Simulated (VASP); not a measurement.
Runs of VASP 6.6.1 on Y4I. The structure is that of space group Im-3m (No. 229), or close to it. The cells are those of the table. The cell was built from a structure type or drawn by symmetry, and may not be a known phase.

```csv
task,cell,k mesh,cutoff (eV),gap on the mesh (eV),pressure (GPa),relaxed volume (Å³/atom)
single point,"a = 5.713 Å, angles 109.5°, 5 atoms",4 × 4 × 4,520,none,11.7,-
single point,"a = 6.128 Å, angles 109.5°, 5 atoms",4 × 4 × 4,520,none,0.1,-
single point,"a = 6.149 Å, angles 109.5°, 5 atoms",8 × 8 × 8,520,none,-0.1,-
relaxation of cell and atoms,"relaxed from a = 5.713 Å, angles 109.5°, 5 atoms",4 × 4 × 4,600,none,0.1,35.34
relaxation of cell and atoms,"relaxed from a = 6.128 Å, angles 109.5°, 5 atoms",8 × 8 × 8,600,none,0.0,(a)
```

Alike in all rows: level PBE; potentials or basis VASP PAW PBE potentials, release 64 (Y_sv, I); no spin polarisation; smearing gaussian 0.1 eV.

Problem. Fill in the values left out.

Solution. (a) 35.74.

Caveats: spin-orbit coupling is left out, which moves the levels of the heavy elements; an odd number of electrons without spin polarisation forces a metal; a magnetic or distorted state may lie lower; the cell stands under pressure (at least some runs); the volume moved by over 15 % at a fixed basis, so the end points are rough (at least some runs).

A k mesh can miss the band edges, and the runs leave out spin-orbit coupling on I, Y.

A gap of «none» marks levels without a gap at the run's occupations.
